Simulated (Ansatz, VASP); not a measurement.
## Two plane-wave programs on Zn

```
Zn
1.0
     1.44659    0.83519    6.25204
    -1.44659    0.83519    6.25204
     0.00000   -1.67038    6.25204
Zn
3
Direct
  0.00000 0.00000 0.00000
  0.22225 0.22225 0.22225
  0.77775 0.77775 0.77775
```

Alike in both runs: functional PBE; k mesh 6 × 6 × 6; occupations gaussian, width 0.1 eV; no spin polarisation.

Ansatz relaxed the structure, and its values are those at the end. VASP's run is a single point on that final structure, the one shown.

|  | VASP | Ansatz |
| --- | --- | --- |
| version | VASP 6.6.1 | Ansatz 0.2.0 |
| potentials or method | VASP PAW PBE potentials, release 64 (Zn), cutoff 520 eV | scalar-relativistic, plane waves, PAW |
| valence electrons in the cell | 36 | 36 |

Ansatz gave:

- gap on the k mesh at the Fermi level (eV): none
- pressure (GPa): 0.0
- rms of the force components (eV/Å): 0.005

Problem. What did VASP give for the same quantities?

Solution. gap on the k mesh at the Fermi level (eV): none; pressure (GPa): 0.1; rms of the force components (eV/Å): 0.005.

A gap of «none» marks a metal or a gap that the smearing closes. With one functional, cell and mesh, what is left measures potentials, basis and numerics.

The k mesh is coarse, so the values compare programs but aren't converged.
